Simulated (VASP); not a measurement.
Input of a VASP 6.6.1 run:

The input INCAR:

```
SYSTEM = Si2Mo
  PREC = Accurate
  ENCUT = 600
  EDIFF = 1E-6
  ISMEAR = -1
  SIGMA = 0.05
  LREAL = .False.
  LASPH = .True.
  NELM = 60
  ALGO = Normal
  ISIF = 3
  LWAVE = .False.
  LCHARG = .False.
  GGA = RE
  IBRION = 2
  NSW = 60
  EDIFFG = -0.01
```

The input KPOINTS:

```
regular mesh
0
Gamma
  12 12 12
  0 0 0
```

The input POSCAR:

```
Si2Mo
1.0
   -1.6000000000      1.6000000000      3.9305000000
    1.6000000000     -1.6000000000      3.9305000000
    1.6000000000      1.6000000000     -3.9305000000
Mo Si
1 2
Direct
    0.0000000000      0.0000000000      0.0000000000
    0.6670000000      0.6670000000      0.0000000000
    0.3330000000      0.3330000000      0.0000000000
```

Potentials or basis: VASP PAW PBE potentials, release 64 (Mo_sv, Si).

Launch:

```bash
$ cat potpaw_PBE.64/Mo_sv/POTCAR potpaw_PBE.64/Si/POTCAR > POTCAR
$ mpirun -np 1 vasp_std > vasp.out
```

**Question.** Estimate the space group after relaxing (to 0.05 Å).

**Answer.** I4/mmm (No. 139).

**Question.** Predict the relaxed cell.

**Answer.** a = 4.559 Å, b = 4.559 Å, c = 4.559 Å, α = 138.56°, β = 138.56°, γ = 60.05°.

**Question.** Predict the band gap on the k mesh.

**Answer.** Zero (band 11 reaches 12.45 eV, above the bottom of band 12 at 11.52 eV).

The path:
| step | energy change (eV) | largest force (eV/Å) | pressure (GPa) | volume (Å³) |
| --- | --- | --- | --- | --- |
| 1 | 0.0000 | 0.2525 | 4.07 | 40.25 |
| 2 | 0.0064 | 0.1255 | -5.45 | 42.27 |
| 3 | -0.0125 | 0.1893 | -0.44 | 41.14 |
| 4 | -0.0146 | 0.0248 | -0.01 | 41.09 |
| 5 | -0.0146 | 0.0205 | 0.01 | 41.09 |
| 6 | -0.0147 | 0.0020 | -0.02 | 41.09 |

Caveat: the PAW data sets were made with another functional, which shifts forces and pressure a little. Zero-point motion and thermal expansion aren't in these numbers.
